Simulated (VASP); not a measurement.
A run of VASP 6.6.1:

INCAR

```
SYSTEM = Mo
PREC     = Accurate       ! precision mode
ENCUT    = 500            ! plane-wave cutoff, eV
EDIFF    = 1E-6           ! SCF threshold, eV
ISMEAR   = -1             ! smearing method
SIGMA    = 0.08           ! smearing width, eV
LREAL    = .FALSE.        ! projectors in reciprocal space
LASPH    = .TRUE.         ! aspherical terms in the spheres
NELM     = 120            ! most SCF steps
ALGO     = Normal         ! electronic algorithm
ISIF     = 2              ! what is computed and relaxed
LWAVE    = .FALSE.        ! write WAVECAR
LCHARG   = .TRUE.         ! write CHGCAR
GGA      = PE             ! functional
LELF     = .TRUE.         ! ELF
LVHAR    = .TRUE.       
NBANDS   = 13             ! bands
GGA_COMPAT= .FALSE.
```

KPOINTS

```
Automatic mesh
0
G
  16 16 16
  0 0 0
```

Contents of POSCAR:

```
Mo
1.0
    2.3602734651      0.0000000000      0.0000000000
    0.0000000000      2.3602734651      0.0000000000
    0.0000000000      0.0000000000      2.3602734651
Mo
1
Direct
    0.0000000000      0.0000000000      0.0000000000
```

Potentials or basis: VASP PAW PBE potentials, release 64 (Mo_sv).

The run is started by

```bash
$ cat potpaw_PBE.64/Mo_sv/POTCAR > POTCAR
$ mpirun -np 1 vasp_std > vasp.out
```

Hardware: 1 thread of Intel Xeon 8259CL, on a shared host.

Q: Estimate the wall time of this run.

A: It took 18 s on 1 thread of Intel Xeon 8259CL (shared host), peak memory 0.14 GiB. Counts: scf iterations 11, k points 165.
